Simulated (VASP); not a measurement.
ZrZnCl6, 8 atoms in the cell. The typed cell holds 8 atoms: a = 3.689 Å, b = 6.883 Å, c = 8.867 Å, α = 104.14°, β = 90.00°, γ = 90.03°. 

* Program: VASP 6.6.1
* Task: single point
* Functional: PBEsol
* Potentials or basis: VASP PAW PBE potentials, release 64 (Zr_sv, Zn, Cl)
* Cutoff: 520 eV
* k mesh: 4 × 4 × 2
* Occupations: fermi-dirac, width 0.05 eV
* Spin: no spin polarisation
* Dipole correction: no
* Further INCAR settings: ALGO = Normal; EDIFF = 1e-06; NBANDS = 43

Potentials or basis: VASP PAW PBE potentials, release 64 (Zr_sv, Zn, Cl).

Run with:

```sh
$ cat potpaw_PBE.64/Zr_sv/POTCAR potpaw_PBE.64/Zn/POTCAR potpaw_PBE.64/Cl/POTCAR > POTCAR
$ mpirun -np 1 vasp_std > vasp.out
```

Hardware: 1 thread of AMD EPYC 9R45 96-Core Processor (Zen 5), on a shared host.

**Question.** How long does it take, and how much memory?

**Answer.** Wall time 2 min on 1 thread of AMD EPYC 9R45 96-Core Processor (Zen 5) (shared host), peak memory 0.38 GiB. Counts: scf iterations 16, k points 20.
